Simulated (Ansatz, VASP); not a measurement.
Two plane-wave programs on LiF

File POSCAR:

```
LiF
1.0
    3.0609398200      0.0000000000      0.0000000000
   -1.5304699100      2.6508516400      0.0000000000
    0.0000000000      0.0000000000      4.8073245700
Li F
2 2
Direct
    0.3333333300      0.6666666700      0.3811542600
    0.6666666700      0.3333333300      0.8811542600
    0.3333333300      0.6666666700      0.9938437400
    0.6666666700      0.3333333300      0.4938437400
```

INCAR.step1

```
  ALGO = Normal
  EDIFF = 1E-4
  ENCUT = 600
  GGA = PE
  ISMEAR = 0
  LASPH = T
  LCHARG = F
  LREAL = F
  LWAVE = T
  NELM = 60
  PREC = Accurate
  SIGMA = 0.01
```

The input INCAR.step2:

```
  ALGO = Normal
  EDIFF = 1E-7
  EDIFFG = -0.01
  ENCUT = 600
  IBRION = 2
  ISIF = 3
  ISMEAR = 0
  ISTART = 1
  LASPH = T
  LCHARG = F
  LMIXTAU = T
  LREAL = F
  LWAVE = F
  METAGGA = R2SCAN
  NELM = 60
  NSW = 80
  PREC = Accurate
  SIGMA = 0.01
```

The input KPOINTS:

```
k-points
0
Gamma
  6 6 4
```

Input for Ansatz:

```yaml
crystal:
  lattice:
    - [3.06093982, 0.0, 0.0]
    - [-1.53046991, 2.65085164, 0.0]
    - [0.0, 0.0, 4.80732457]
  atoms:
    - { symbol: Li, position: [0.33333333, 0.66666667, 0.38115426] }
    - { symbol: Li, position: [0.66666667, 0.33333333, 0.8811542599999999] }
    - { symbol: F, position: [0.33333333, 0.66666667, 0.99384374] }
    - { symbol: F, position: [0.66666667, 0.33333333, 0.49384374] }
kpoints:
  mp_grid:
    grid: [6, 6, 4]
hamiltonian:
  xc: r2scan
  dispersion: none
scf:
  occupations:
    method: fixed
relax:
  cell: {}
```

Alike in both runs: task relaxation of cell and atoms; functional r2SCAN; k mesh 6 × 6 × 4; no spin polarisation.

|  | VASP | Ansatz |
| --- | --- | --- |
| version | VASP 6.6.1 | Ansatz 0.2.0 |
| potentials or method | VASP PAW PBE potentials, release 64 (Li_sv, F) | plane waves, PAW |
| plane-wave cutoff (eV) | 600 | 500 |
| occupations | gaussian, width 0.01 eV | fixed |
| valence electrons in the cell | 20 | 20 |

VASP gave:

- relaxed volume (Å³/atom): 9.75
- relaxed length of the cell vector where the two differ most in proportion (Å): 3.062

**Question.** What did Ansatz give for the same quantities?

**Answer.** Relaxed volume (Å³/atom): 9.85; relaxed length of the cell vector where the two differ most in proportion (Å): 3.081.

VASP's potentials were made for PBE, not for r2SCAN.

Noted on VASP's run: the cutoff is under 1.25 times that of the potentials, so the pressure is a little rough.
